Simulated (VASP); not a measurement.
# Ag4F in VASP: single point with PBEsol

Aim: the single point of Ag4F with PBEsol.

Everything below comes from runs of VASP 6.6.1. Logs are shortened: lines on timing, memory, paths and dates and some standing lists are left out, and cuts for length are marked.

## 1. The cell of the first run

The cell holds a slab with vacuum, 5 atoms: a = 2.867 Å, b = 2.867 Å, c = 26.022 Å, α = 90.00°, β = 90.00°, γ = 120.00°.

## 2. Single point, PBEsol

INCAR

```
ALGO = Normal
DIPOL = 0.5 0.5 0.502
EDIFF = 1E-6
ENCUT = 520
GGA = PS
GGA_COMPAT = False
IDIPOL = 3
ISIF = 2
ISMEAR = 0
LASPH = True
LCHARG = False
LDIPOL = True
LREAL = False
LWAVE = False
NBANDS = 50
NELM = 120
NELMDL = -8
PREC = Accurate
SIGMA = 0.1
```

KPOINTS

```
k-points
0
Gamma
  12 12 1
```

POSCAR

```
Ag4F
1.0
    2.8669036820      0.0000000000      0.0000000000
   -1.4334518410      2.4828114189      0.0000000000
    0.0000000000      0.0000000000     26.0224511627
Ag F
4 1
Direct
    0.6666666667      0.3333333333      0.3266410203
    0.3333333333      0.6666666667      0.4165947699
    0.0000000000      0.0000000000      0.5060501424
    0.6666666667      0.3333333333      0.5938625142
    0.6666666667      0.3333333333      0.6692703877
```

Potentials or basis: VASP PAW PBE potentials, release 64 (Ag_sv_GW, F).

On the command line:

```sh
cat potpaw_PBE.64/Ag_sv_GW/POTCAR potpaw_PBE.64/F/POTCAR > POTCAR
mpirun -np 1 vasp_std > vasp.out
```

OUTCAR:

```text
EDIFF = 1E-6
   ENCUT = 520
   GGA = PS
   ISIF = 2
   ISMEAR = 0
   LASPH = True
   LREAL = False
   NELM = 120
   NELMDL = -8
   PREC = Accurate

 ion  position               nearest neighbor table
   1  0.667  0.333  0.327-
   2  0.333  0.667  0.417-
   3  0.000  0.000  0.506-
   4  0.667  0.333  0.594-   5 1.96
   5  0.667  0.333  0.669-   4 1.96

  LATTYP: Found a hexagonal cell.
 ALAT       =     2.8669036820
 C/A-ratio  =     9.0768487711

  Lattice vectors:

 A1 = (   2.8669036820,   0.0000000000,   0.0000000000)
 A2 = (  -1.4334518410,   2.4828114189,   0.0000000000)
 A3 = (   0.0000000000,   0.0000000000,  26.0224511627)

Analysis of symmetry for initial positions (statically):
=====================================================================
 Subroutine PRICEL returns:
 Original cell was already a primitive cell.

 Routine SETGRP: Setting up the symmetry group for a
 hexagonal supercell.

 Subroutine GETGRP returns: Found  6 space group operations
 (whereof  6 operations were pure point group operations)
 out of a pool of 24 trial point group operations.

The static configuration has the point symmetry C_3v.

Analysis of symmetry for dynamics (positions and initial velocities):
=====================================================================
 Subroutine PRICEL returns:
 Original cell was already a primitive cell.

 Routine SETGRP: Setting up the symmetry group for a
 hexagonal supercell.

 Subroutine GETGRP returns: Found  6 space group operations
 (whereof  6 operations were pure point group operations)
 out of a pool of 24 trial point group operations.

The dynamic configuration has the point symmetry C_3v.

 Subroutine INISYM returns: Found  6 space group operations
 (whereof  6 operations are pure point group operations),
 and found     1 'primitive' translations

----------------------------------------------------------------------------------------

                                     Primitive cell

  volume of cell :     185.2273

  direct lattice vectors                    reciprocal lattice vectors
     2.866903682  0.000000000  0.000000000     0.348808370  0.201384606  0.000000000
    -1.433451841  2.482811419  0.000000000     0.000000000  0.402769213  0.000000000
     0.000000000  0.000000000 26.022451163     0.000000000  0.000000000  0.038428355

[... 89 lines left out ...]
   ISIF   =      2    stress and relaxation
   ISYM   =      2    0-nonsym 1-usesym 2-fastsym
   POTIM  = 0.5000    time-step for ionic-motion
   TEBEG  =    0.0;   TEEND  =   0.0 temperature during run
   PSTRESS=    0.0 pullay stress
   NELECT =      83.0000    total number of electrons
   NUPDOWN=      -1.0000    fix difference up-down
   EMIN   =  10.00;   EMAX   =-10.00  energy-range for DOS
   EFERMI =   0.00;   METHOD = LEGACY
   ISMEAR =     0;   SIGMA  =   0.10  broadening in eV -4-tet -1-fermi 0-gaus
   EFERMI_NEDOS =   21; number of points for ismear=-14 and -15
   IALGO  =     38    algorithm
   IMIX   =      4    mixing-type and parameters
     AMIX     =   0.40;   BMIX     =  1.00
     AMIX_MAG =   1.60;   BMIX_MAG =  1.00
  volume/ion in A,a.u.               =      37.05       250.00
  Fermi-wavevector in a.u.,A,eV,Ry     =   1.252754  2.367362 21.352887  1.569393
  Thomas-Fermi vector in A             =   2.386639
   LORBIT       =      0    0 simple, 1 ext, 2 COOP (PROOUT), +10 PAW based schemes
   GGA     = PS    functional components
   LHFCALC =     F    Hartree Fock is set to
   AEXX    =    0.0000 exact exchange contribution
   IVDW    =     0    specifies the selected vdW correction
   LEPSILON=     F    determine dielectric tensor
   LRPA    =     F    only Hartree local field effects (RPA)
 non-spin polarized calculation
 Gauss-broadening in eV      SIGMA  =   0.10
  energy-cutoff  :      520.00
  volume of cell :      185.23
 maximum number of plane-waves:      5023
 NGX is ok and might be reduce to    24
   NGX = 11   NGY = 11   NGZ = 97

 dipolmoment           0.000000      0.000000     -0.352305 electrons x Angstroem

 number of electron      82.9999990 magnetization

 dipolmoment           0.000000      0.000000      0.237669 electrons x Angstroem

 Free energy of the ion-electron system (eV)
  ---------------------------------------------------
  ext. energy  EPLUGINS =         0.00000000
  ---------------------------------------------------
  free energy    TOTEN  =        -6.91330335 eV

  energy without entropy =       -6.89061018  energy(sigma->0) =       -6.90195677

 E-fermi :  -2.1826     XC(G=0):  -5.7447

 val. band max:       -2.1858831382   @ k =   0.0833   0.0833   0.0000
 cond. band min:      -2.1431208100   @ k =   0.0833   0.0000   0.0000
 fundamental gap:      0.0427623282
 Fermi energy:        -2.1826414482

 k-point     1 :       0.0000    0.0000    0.0000
  band No.  band energies     occupation
      1     -94.0654      2.00000
      2     -93.9303      2.00000
      3     -93.8146      2.00000
      4     -93.3442      2.00000
      5     -57.5833      2.00000
      6     -57.4917      2.00000
[... 996 lines left out ...]
     49       4.8203      0.00000
     50       6.8327      0.00000

------------------------ aborting loop because EDIFF is reached ----------------------------------------

 vacuum level on the upper side and lower side of the slab       (xc-potential included)         2.888        -3.161

  FORCE on cell =-STRESS in cart. coord.  units (eV):
  Direction    XX          YY          ZZ          XY          YZ          ZX
  --------------------------------------------------------------------------------------
  -------------------------------------------------------------------------------------
  Total       -1.3422447     -1.3422447     -1.2567159     -0.0000000      0.0000000     -0.0000000
  in kB      -11.6101343    -11.6101343    -10.8703278     -0.0000000      0.0000000     -0.0000000
  external PRESSURE =     -11.3635321 kB  Pullay stress =       0.0000000 kB

 VOLUME and BASIS-vectors are now :
 -----------------------------------------------------------------------------
  energy-cutoff  :      520.00
  volume of cell :      185.23
      direct lattice vectors                 reciprocal lattice vectors
     2.866903682  0.000000000  0.000000000     0.348808370  0.201384606  0.000000000
    -1.433451841  2.482811419  0.000000000     0.000000000  0.402769213  0.000000000
     0.000000000  0.000000000 26.022451163     0.000000000  0.000000000  0.038428355

 POSITION                                       TOTAL-FORCE (eV/Angst)
 -----------------------------------------------------------------------------------
      1.43345      0.82760      8.50000         0.000000     -0.000000      0.060368
     -0.00000      1.65521     10.84082        -0.000000     -0.000000     -0.057459
      0.00000      0.00000     13.16867        -0.000000      0.000000     -0.010253
      1.43345      0.82760     15.45376        -0.000000      0.000000     -0.074911
      1.43345      0.82760     17.41606        -0.000000      0.000000      0.082255
 -----------------------------------------------------------------------------------
    total drift:                               -0.000001      0.000001     -0.000880

  FREE ENERGIE OF THE ION-ELECTRON SYSTEM (eV)
  ---------------------------------------------------
  free  energy   TOTEN  =        -6.9133033543 eV

  energy  without entropy=       -6.8906101771  energy(sigma->0) =       -6.90195677

 vacuum level on the upper side and lower side of the slab         8.333         2.225
```

OSZICAR:

```text
N       E                     dE             d eps       ncg     rms          rms(c)
DAV:   1     0.160635098585E+04    0.16064E+04   -0.50622E+04  2388   0.167E+03
DAV:   2     0.189674113645E+03   -0.14167E+04   -0.13298E+04  1924   0.986E+02
DAV:   3    -0.191765094745E+01   -0.19159E+03   -0.18260E+03  3296   0.288E+02
[... 26 lines left out ...]
DAV:  30    -0.691328977838E+01   -0.10166E-04   -0.49163E-06  1610   0.225E-02    0.703E-03
DAV:  31    -0.691329481644E+01   -0.50381E-05   -0.10327E-06  1488   0.115E-02    0.282E-03
DAV:  32    -0.691329822903E+01   -0.34126E-05   -0.53429E-07  1410   0.784E-03    0.753E-03
DAV:  33    -0.691330289405E+01   -0.46650E-05   -0.55732E-07  1278   0.130E-02    0.621E-03
DAV:  34    -0.691330335425E+01   -0.46020E-06   -0.30739E-07  1408   0.874E-03
   1 F= -.69133034E+01 E0= -.69019568E+01  d E =-.226932E-01
```

stdout:

```text
POSCAR found type information on POSCAR AgF
 POSCAR found :  2 types and       5 ions
 scaLAPACK will be used
 -----------------------------------------------------------------------------
|                                                                             |
|                                                                             |
|     You enforced a specific xc type in the INCAR file but a different       |
|     I HOPE YOU KNOW WHAT YOU ARE DOING!                                     |
|                                                                             |
 -----------------------------------------------------------------------------

 LDA part: xc-table for (Slater+PW92), standard interpolation
 POSCAR, INCAR and KPOINTS ok, starting setup
 FFT: planning ... GRIDC
 FFT: planning ... GRID_SOFT
 FFT: planning ... GRID
 WAVECAR not read
 entering main loop
```

It took 8.7 min on 1 thread of Intel Xeon Platinum 8259CL at 2.50GHz (Skylake/Cascade Lake), shared host; peak memory 0.42 GiB.

What came out:

```
Free energy            : -6.9133 eV
Largest force          : 0.082 eV/Å
Band gap on the k mesh : zero (an odd number of electrons rules out a gap without spin polarisation)
```

Forces on the atoms (eV/Å):
```
Ag   0.000  0.000  0.060
Ag   0.000  0.000 -0.057
Ag   0.000  0.000 -0.010
Ag   0.000  0.000 -0.075
F    0.000  0.000  0.082
```

Levels at points of the mesh, in eV from the Fermi level:
```
           k point  band 38  band 39  band 40  band 41  band 42  band 43  band 44  band 45  band 46  band 47
(0.00, 0.00, 0.00)    -3.05    -2.70    -2.70    -1.76    -0.16     0.06     0.06     4.08     4.63     5.89
(0.50, 0.00, 0.00)    -1.62    -0.40    -0.24     0.36     1.21     1.58     2.55     4.36     5.20     6.77
```

Caveat: the PAW data sets were made with another functional, which shifts forces and pressure a little.

The gap in the log of VASP goes by the Fermi energy; the results here count the filled bands.